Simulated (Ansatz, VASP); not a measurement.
**Nb in VASP and in Ansatz**

```
Nb
1.0
    -1.63899    1.63899    1.63899
     1.63899   -1.63899    1.63899
     1.63899    1.63899   -1.63899
Nb
1
Direct
  0.00000 0.00000 0.00000
```

Change from the starting cell: strain -0.015 along x and y, -0.015 along z, atoms carried along.

Alike in both runs: task single point; functional PBEsol; k mesh 20 × 20 × 20; occupations gaussian, width 0.15 eV; no spin polarisation.

```csv
,VASP,Ansatz
version,VASP 6.6.1,Ansatz 0.2.0
potentials or method,"VASP PAW PBE potentials, release 64 (Nb_sv), cutoff 520 eV","scalar-relativistic, plane waves, PAW"
valence electrons in the cell,13,13
```

```csv
,VASP,Ansatz,Ansatz less VASP
gap on the k mesh at the Fermi level (eV),none,none,-
pressure (GPa),-1.4,-1.1,+0.29
```

VASP's potentials were made for PBE, not for PBEsol. A gap of «none» marks a metal or a gap that the smearing closes.
